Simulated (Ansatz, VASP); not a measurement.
One calculation of LiHI2, two programs

```
CELL_PARAMETERS angstrom
1.94938 1.12548 5.62440
-1.94938 1.12548 5.62440
0.00000 -2.25095 5.62440
ATOMIC_POSITIONS crystal
Li 0.00000 0.00000 0.00000
H 0.50000 0.50000 0.50000
I 0.40251 0.40251 0.40251
I 0.59749 0.59749 0.59749
```

Alike in both runs: task single point; functional PBEsol; k mesh 6 × 6 × 6; occupations gaussian, width 0.1 eV; no spin polarisation.

|  | VASP | Ansatz |
| --- | --- | --- |
| version | VASP 6.6.1 | Ansatz 0.2.0 |
| potentials or method | VASP PAW PBE potentials, release 64 (Li_sv, H, I), cutoff 520 eV | scalar-relativistic, plane waves, PAW |
| valence electrons in the cell | 18 | 38 |

Ansatz gave:

| Quantity | Value |
| --- | --- |
| gap on the k mesh at the Fermi level (eV) | 1.59 |
| least direct gap on the mesh (eV) | 2.71 |
| rms of the force components (eV/Å) | 0.468 |

**Question.** Which values does VASP return?

**Answer.** gap on the k mesh at the Fermi level (eV): 1.57; least direct gap on the mesh (eV): 2.70; rms of the force components (eV/Å): 0.469.

VASP's potentials were made for PBE, not for PBEsol. Atom by atom the forces differ by 0.001 eV/Å (rms over components). With one functional, cell and mesh, what is left measures potentials, basis and numerics. VASP's potentials hold 18 valence electrons a cell and Ansatz's 38, so a difference there can come from the potentials and not from the codes.

Neither program's run includes spin-orbit coupling. Noted on VASP's run: the cutoff is short for stress, so the pressure is rough.
